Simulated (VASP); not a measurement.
Set up this calculation in VASP 6.6.1, as the native input.

```yaml
Task: single point
Functional: PBE
Potentials_or_basis: VASP PAW PBE potentials, release 64 (Be, Cd, O)
Cutoff: 600 eV
k_mesh: 6 × 6 × 1
Occupations: gaussian, width 0.1 eV
Spin: collinear spin, ferromagnetic start
Starting_moments: "[0.0, 0.0, 0.0, 0.0, 0.0, 0.0, 1.0, 1.0] μB"
Dipole_correction: no
Further_INCAR_settings: ALGO = Normal; EDIFF = 1e-06; NBANDS = 46
```

The structure of BeCd2O lies in POSCAR:

```
BeCd2O
1.0
    3.0980870737      0.0000000000      0.0000000000
    0.0000000000      3.0980870737      0.0000000000
    0.0000000000      0.0000000000     15.7367644647
Be Cd O
2 4 2
Direct
    0.5000000000      0.5000000000      0.0000000000
    0.0000000000      0.0000000000      0.0000000000
    0.0000000000      0.5000000000      0.7207402313
    0.5000000000      0.0000000000      0.2792597687
    0.5000000000      0.0000000000      0.5714184374
    0.0000000000      0.5000000000      0.4285815626
    0.5000000000      0.0000000000      0.9616772288
    0.0000000000      0.5000000000      0.0383227712
```

These files were run (other wordings do the same):

INCAR

```
SYSTEM = BeCd2O
PREC = Accurate
ENCUT = 600
EDIFF = 1E-6
ISMEAR = 0
SIGMA = 0.1
LREAL = .False.
LASPH = .True.
NELM = 200
ALGO = Normal
ISIF = 2
LWAVE = .False.
LCHARG = .True.
ISPIN = 2
MAGMOM = 0 0 0 0 0 0 1 1
LORBIT = 11
GGA = PE
LELF = .True.
LVHAR = .True.
NBANDS = 46
GGA_COMPAT = .False.
```

KPOINTS

```
Automatic mesh
0
Gamma
  6 6 1
  0 0 0
```

Potentials or basis: VASP PAW PBE potentials, release 64 (Be, Cd, O).

Run with:

```bash
$ cat potpaw_PBE.64/Be/POTCAR potpaw_PBE.64/Cd/POTCAR potpaw_PBE.64/O/POTCAR > POTCAR
$ mpirun -np 1 vasp_std > vasp.out
```

Results of the run:

```yaml
Pressure: 0.6 GPa
Largest_force: 0.373 eV/Å
Band_gap_on_the_k_mesh: zero (filled and empty bands overlap)
Net_moment: 0.00 μB per cell
Valence_electrons_inside_the_program's_atomic_spheres: Be 1.21; Cd 10.29, 10.32 (each value once); O 5.17
```

Caveat: the k points lie up to 0.40 Å⁻¹ apart, too coarse for converged energies and pressures of a metal.

Wall time 5.7 min on 1 thread of Oxide Virtual Turin-like Processor, on a shared host, peak memory 0.41 GiB.
